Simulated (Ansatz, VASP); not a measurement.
**N in VASP and in Ansatz**

```
N
1.0
     5.52320    0.00000    0.00000
     0.00000    5.52320    0.00000
     0.00000    0.00000    5.52320
N
8
Direct
  0.05740 0.44260 0.55740
  0.44260 0.55740 0.05740
  0.55740 0.05740 0.44260
  0.94260 0.94260 0.94260
  0.94260 0.55740 0.44260
  0.55740 0.44260 0.94260
  0.44260 0.94260 0.55740
  0.05740 0.05740 0.05740
```

Change from the starting cell: volume scaled by 0.98.

Alike in both runs: task single point; functional PBEsol; k mesh 5 × 5 × 5; occupations fermi-dirac, width 0.05 eV; no spin polarisation.

|  | VASP | Ansatz |
| --- | --- | --- |
| version | VASP 6.6.1 | Ansatz 0.2.0 |
| potentials or method | VASP PAW PBE potentials, release 64 (N), cutoff 520 eV | all-electron LAPW, scalar-relativistic |

Ansatz gave:

```
gap on the k mesh at the Fermi level (eV) : 7.30
least direct gap on the mesh (eV)         : 7.33
pressure (GPa)                            : 0.8
rms of the force components (eV/Å)        : 0.116
```

What did VASP give for the same quantities?

gap on the k mesh at the Fermi level (eV): 7.24; least direct gap on the mesh (eV): 7.27; pressure (GPa): 3.2; rms of the force components (eV/Å): 1.195.

VASP's potentials were made for PBE, not for PBEsol. Atom by atom the forces differ by 1.078 eV/Å (rms over components). One of these differences is far larger than is usual between the two programs; its cause wasn't traced. Ansatz ran all-electron here, and VASP with PAW potentials.

Noted on VASP's run: the standard files for N, O and F lose accuracy on very short bonds.
